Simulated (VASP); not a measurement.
Al3Ag4:

```xyz
7
Lattice="3.0286 -4.0226 0.0000 3.0286 4.0226 0.0000 0.0000 0.0000 5.8407" Properties=species:S:1:pos:R:3 pbc="T T T"
Al    1.5143    2.0113    0.0000
Al    1.5143   -2.0113    0.0000
Al    0.0000    0.0000    0.0000
Ag    3.0286   -2.3681    2.9204
Ag    3.0286    2.3681    2.9204
Ag    3.0286    0.0000    2.9204
Ag    3.0286    0.0000    0.0000
```

The cell was generated, and may not be a known phase.

| Quantity | Value |
| --- | --- |
| Program | VASP 6.6.1 |
| Task | relaxation of cell and atoms |
| Functional | PBE |
| Potentials or basis | VASP PAW PBE potentials, release 64 (Al, Ag) |
| Cutoff | 600 eV |
| k mesh | 4 × 4 × 4 |
| Occupations | gaussian, width 0.1 eV |
| Spin | no spin polarisation |

At the start: pressure 4.9 GPa; volume 20.33 Å³/atom.

**Question.** How do energy, volume and symmetry change on relaxing?

**Answer.** Over 15 steps the energy falls by 357.3 meV/atom and the volume is 18.31 Å³/atom (-9.9 %); space group Cmmm (No. 65, to 0.1 Å) before, P6/mmm (No. 191, to 0.1 Å).

The path:
| step | energy change (eV) | largest force (eV/Å) | pressure (GPa) | volume (Å³) |
| --- | --- | --- | --- | --- |
| 1 | 0.0000 | 3.3512 | 4.92 | 142.31 |
| 2 | -1.5763 | 0.0746 | -8.13 | 153.63 |
| 3 | -1.6475 | 0.3369 | -6.45 | 150.87 |
| 4 | -2.2595 | 0.3553 | -2.70 | 135.23 |
| 5 | -2.3547 | 0.3687 | 0.25 | 128.55 |
| 6 | -2.3554 | 0.3693 | 0.68 | 127.78 |
| 7 | -2.4337 | 0.3248 | 0.99 | 127.01 |
| 8 | -2.4628 | 0.2703 | 1.52 | 126.21 |
| 9 | -2.4787 | 0.1607 | -0.86 | 129.83 |
| 10 | -2.4812 | 0.1869 | -0.23 | 128.83 |
| 11 | -2.4876 | 0.1588 | -0.24 | 128.65 |
| 12 | -2.4929 | 0.1180 | -0.16 | 128.35 |
| 13 | -2.4977 | 0.0943 | 0.14 | 127.88 |
| 14 | -2.4989 | 0.0733 | 0.36 | 127.56 |
| 15 | -2.5011 | 0.0392 | -0.01 | 128.17 |

Final structure:
```
Al Ag
1.0
     2.65385   -4.58573    0.00000
     2.65385    4.58573    0.00000
     0.00000    0.00000    5.26584
Al Ag
3 4
Cartesian
  1.3269 2.2929 5.2658
  1.3269 -2.2929 5.2658
  0.0000 0.0000 5.2658
  2.6539 -3.0411 2.6329
  2.6539 3.0411 2.6329
  2.6538 0.0000 2.6329
  2.6538 0.0000 5.2658
```
